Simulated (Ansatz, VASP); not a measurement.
Si2F3 in VASP and in Ansatz

```
Si F
1.0
     4.44243    0.00000    0.00000
    -2.22122    3.84726    0.00000
     0.00000    0.00000    3.60020
Si F
2 3
Direct
  0.33333 0.66667 0.50000
  0.66667 0.33333 0.50000
  0.33333 0.66667 0.00000
  0.66667 0.33333 0.00000
  0.00000 0.00000 0.00000
```

Alike in both runs: task single point; functional PBE; k mesh 6 × 6 × 6; occupations gaussian, width 0.1 eV; collinear spin.

|  | VASP | Ansatz |
| --- | --- | --- |
| version | VASP 6.6.1 | Ansatz 0.2.0 |
| potentials or method | VASP PAW PBE potentials, release 64 (Si, F), cutoff 520 eV | scalar-relativistic, plane waves, PAW |
| valence electrons in the cell | 29 | 29 |

|  | VASP | Ansatz | Ansatz less VASP |
| --- | --- | --- | --- |
| gap on the k mesh at the Fermi level (eV) | none | none | - |
| pressure (GPa) | 0.0 | 0.1 | +0.06 |
| traceless stress, the component that is largest in VASP (GPa) | 0.62 | 0.05 | -0.570 |
| net moment per atom (μB) | 0.00 | 0.00 | 0.000 |

A gap of «none» marks a metal or a gap that the smearing closes. With one functional, cell and mesh, what is left measures potentials, basis and numerics. Ansatz's warnings: seeded moment not kept.
